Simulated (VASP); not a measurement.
Ag:

```
Ag
1.0
     0.00000    2.06963    2.06963
     2.06963    0.00000    2.06963
     2.06963    2.06963    0.00000
Ag
1
Direct
  0.00000 0.00000 0.00000
```

| Property | Result |
| --- | --- |
| Program | VASP 6.6.1 |
| Task | relaxation of cell and atoms |
| Functional | LDA |
| Potentials or basis | VASP PAW LDA potentials, release 64 (Ag) |
| Cutoff | 600 eV |
| k mesh | 14 × 14 × 14 |
| Occupations | fermi-dirac, width 0.05 eV |
| Spin | no spin polarisation |

At the start: pressure -10.4 GPa; volume 17.73 Å³/atom.

Question: How do energy, volume and symmetry change on relaxing?

Answer: Over 6 steps the energy falls by 62.3 meV/atom and the volume is 16.03 Å³/atom (-9.6 %); space group Fm-3m (No. 225, to 0.05 Å).

Step by step:
| step | energy change (eV) | largest force (eV/Å) | pressure (GPa) | volume (Å³) |
| --- | --- | --- | --- | --- |
| 1 | 0.0000 | 0.0000 | -10.44 | 17.73 |
| 2 | -0.0237 | 0.0000 | 12.14 | 14.93 |
| 3 | -0.0623 | 0.0000 | -0.13 | 16.04 |
| 4 | -0.0623 | 0.0000 | 0.14 | 16.01 |
| 5 | -0.0623 | 0.0000 | -0.09 | 16.04 |
| 6 | -0.0623 | 0.0000 | -0.02 | 16.03 |

Final structure:
```
Ag
1.0
     0.00000    2.00119    2.00119
     2.00119    0.00000    2.00119
     2.00119    2.00119    0.00000
Ag
1
Direct
  0.00000 0.00000 0.00000
```
